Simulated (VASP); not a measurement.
**Ti: single point with PBEsol**

The system is Ti.

```
Ti
1.0
     2.65080    1.53044    9.56175
    -2.65080    1.53044    9.56175
     0.00000   -3.06088    9.56175
Ti
12
Cartesian
  -1.3211 0.7628 6.1125
  0.0000 -1.5255 6.1125
  1.3211 0.7628 6.1125
  1.3211 -0.7628 22.5728
  -1.3211 -0.7628 22.5728
  0.0000 1.5255 22.5728
  -1.3131 0.7581 10.7526
  0.0000 -1.5162 10.7526
  1.3131 0.7581 10.7526
  1.3131 -0.7581 17.9327
  -1.3131 -0.7581 17.9327
  0.0000 1.5162 17.9327
```

```json
{"Program": "VASP 6.6.1", "Task": "single point", "Functional": "PBEsol", "Potentials or basis": "VASP PAW PBE potentials, release 64 (Ti_sv)", "Cutoff": "520 eV", "k mesh": "6 × 6 × 6", "Occupations": "gaussian, width 0.1 eV", "Spin": "no spin polarisation"}
```

- Pressure: 0.0 GPa
- Largest force: 0.019 eV/Å
- Band gap on the k mesh: zero (band 72 reaches 6.74 eV, above the bottom of band 73 at 6.46 eV)

Forces on the atoms (eV/Å):
```
Ti   0.016 -0.009 -0.005
Ti   0.000  0.019 -0.005
Ti  -0.016 -0.009 -0.005
Ti  -0.016  0.009  0.005
Ti   0.016  0.009  0.005
Ti   0.000 -0.019  0.005
Ti  -0.006  0.004  0.002
Ti   0.000 -0.007  0.002
Ti   0.006  0.004  0.002
Ti   0.006 -0.004 -0.002
Ti  -0.006 -0.004 -0.002
Ti   0.000  0.007 -0.002
```

Stress tensor (GPa, compression positive):
```
 0.05  0.00  0.00
 0.00  0.05  0.00
 0.00  0.00 -0.22
```

Levels at points of the mesh, in eV from the Fermi level:
```tsv
k point	band 70	band 71	band 72	band 73	band 74	band 75
(0.00, 0.00, 0.00)	-0.32	-0.32	-0.24	-0.17	0.14	0.14
(0.50, 0.00, 0.00)	-0.18	-0.03	-0.01	0.04	0.32	0.37
(0.50, 0.50, 0.00)	-0.15	-0.09	0.11	0.21	0.26	0.27
(0.50, 0.50, 0.50)	-0.53	-0.53	-0.22	-0.02	-0.02	0.65
```

It took 51 min on 1 thread of Intel(R) Xeon(R) Platinum 8124M CPU @ 3.00GHz (Skylake/Cascade Lake), on a shared host, peak memory 1.1 GiB.

Caveat: the PAW data sets were made with another functional, which shifts forces and pressure a little.
